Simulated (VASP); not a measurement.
Crystal: Ti.

```
Ti
1.0
     2.77536    0.00000    0.00000
    -1.38768    2.40353    0.00000
     0.00000    0.00000    2.59322
Ti
1
Cartesian
  0.0000 0.0000 0.0000
```

This isn't the form of Ti at room conditions, which is hcp.

| Item | Value |
| --- | --- |
| Program | VASP 6.6.1 |
| Task | relaxation of cell and atoms |
| Functional | PBEsol |
| Potentials or basis | VASP PAW PBE potentials, release 64 (Ti_sv) |
| Cutoff | 600 eV |
| k mesh | 24 × 24 × 22 |
| Occupations | gaussian, width 0.1 eV |
| Spin | no spin polarisation |

At the start: pressure -2.9 GPa; volume 17.30 Å³/atom.

**Question.** Where does the relaxation end?

**Answer.** Over 8 steps the energy falls by 32.9 meV/atom and the volume is 16.85 Å³/atom (-2.6 %); space group P6/mmm (No. 191, to 0.1 Å) before and after.

Step by step:
```
step  energy change (eV)  largest force (eV/Å)  pressure (GPa)  volume (Å³)
   1              0.0000                0.0000           -2.88        17.30
   2             -0.0255                0.0000            1.85        16.52
   3             -0.0260                0.0000            2.56        16.40
   4             -0.0303                0.0000            1.00        16.73
   5             -0.0317                0.0000            1.49        16.63
   6             -0.0326                0.0000           -0.73        16.98
   7             -0.0329                0.0000           -0.07        16.86
   8             -0.0329                0.0000            0.00        16.85
```

Final structure:
```
CELL_PARAMETERS angstrom
2.68641 0.00000 0.00000
-1.34320 2.32650 0.00000
0.00000 0.00000 2.69649
ATOMIC_POSITIONS crystal
Ti 0.00000 0.00000 0.00000
```

Caveat: the PAW data sets were made with another functional, which shifts forces and pressure a little.
